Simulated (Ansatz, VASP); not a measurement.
# One calculation of Hg, two programs

Contents of INCAR:

```
SYSTEM = Hg
  ALGO = Fast
  EDIFF = 1E-6
  ENCUT = 520
  GGA = PS
  ISIF = 2
  ISMEAR = 0
  IVDW = 12
  LASPH = .TRUE.
  LCHARG = .TRUE.
  LELF = .TRUE.
  LREAL = .FALSE.
  LVHAR = .TRUE.
  LWAVE = .FALSE.
  NBANDS = 19
  NELM = 100
  PREC = Accurate
  SIGMA = 0.15
```

File KPOINTS:

```
k-points
0
G
  18 18 10
  0 0 0
```

File POSCAR:

```
Hg
1.0
    3.0907054960      0.0000000000      0.0000000000
   -1.5453527480      2.6766294752      0.0000000000
    0.0000000000      0.0000000000      5.0542306976
Hg
2
Direct
    0.6666666667      0.3333333333      0.7500000000
    0.3333333333      0.6666666667      0.2500000000
```

Input for Ansatz:

```yaml
crystal:
  lattice:
    - [3.090705496, 0.0, 0.0]
    - [-1.545352748, 2.6766294752, 0.0]
    - [0.0, 0.0, 5.0542306976]
  atoms:
    - { symbol: Hg, position: [0.6666666667, 0.3333333333, 0.75] }
    - { symbol: Hg, position: [0.3333333333, 0.6666666667, 0.25] }
basis:
  ecutwfc: 420
kpoints:
  mp_grid: { grid: [18, 18, 10] }
hamiltonian:
  xc: pbesol
  dispersion: d3bj
scf:
  occupations: { method: gaussian, width: 0.15 }
output:
  forces: true
  stress: true
  eigenvalues: true
```

Alike in both runs: task single point; functional PBEsol; dispersion D3(BJ); k mesh 18 × 18 × 10; occupations gaussian, width 0.15 eV; no spin polarisation.

|  | VASP | Ansatz |
| --- | --- | --- |
| version | VASP 6.6.1 | Ansatz 0.2.0 |
| potentials or method | VASP PAW PBE potentials, release 64 (Hg), cutoff 520 eV | scalar-relativistic, plane waves, PAW |
| valence electrons in the cell | 24 | 40 |

```tsv
	VASP	Ansatz	Ansatz less VASP
gap on the k mesh at the Fermi level (eV)	none	none	-
pressure (GPa)	3.2	2.6	-0.68
```

VASP's potentials were made for PBE, not for PBEsol. A gap of «none» marks a metal or a gap that the smearing closes. VASP's potentials hold 24 valence electrons a cell and Ansatz's 40, so a difference there can come from the potentials and not from the codes.

Neither program's run includes spin-orbit coupling.
